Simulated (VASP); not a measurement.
BaCaBr4, 6 atoms in the cell. It takes space group P4/mmm (No. 123, tetragonal). The conventional cell has a = 6.514 Å, b = 6.514 Å, c = 4.966 Å, α = 90.00°, β = 90.00°, γ = 90.00°. Within 5.6 Å of Ba (site symmetry 4/mmm) lie 16 Br at 4.26 Å and 2 Ba at 4.97 Å and 8 Ca at 5.23 Å. Within 2.7 Å of Ca (site symmetry 4/mmm) lie 4 Br at 2.08 Å. Within 2.7 Å of Br (site symmetry m2m) lie 1 Ca at 2.08 Å and 1 Br at 2.36 Å. The cell was generated, and may not be a known phase.

| Property | Result |
| --- | --- |
| Program | VASP 6.6.1 |
| Task | single point |
| Functional | PBE |
| Potentials or basis | VASP PAW PBE potentials, release 64 (Ba_sv, Ca_sv, Br) |
| Cutoff | 520 eV |
| k mesh | 4 × 4 × 4 |
| Occupations | gaussian, width 0.1 eV |
| Spin | no spin polarisation |
| Dipole correction | no |
| Further INCAR settings | ALGO = Normal; EDIFF = 1e-07; NBANDS = 33 |

Potentials or basis: VASP PAW PBE potentials, release 64 (Ba_sv, Ca_sv, Br).

Run with:

```bash
$ cat potpaw_PBE.64/Ba_sv/POTCAR potpaw_PBE.64/Ca_sv/POTCAR potpaw_PBE.64/Br/POTCAR > POTCAR
$ mpirun -np 1 vasp_std > vasp.out
```

Hardware: 1 thread of AMD EPYC 7R13 Processor (Zen 3), on a shared host.

Q: How long does it take, and how much memory?

A: Wall time 110 s on 1 thread of AMD EPYC 7R13 Processor (Zen 3) (shared host), peak memory 0.33 GiB. Counts: scf iterations 17, k points 18.
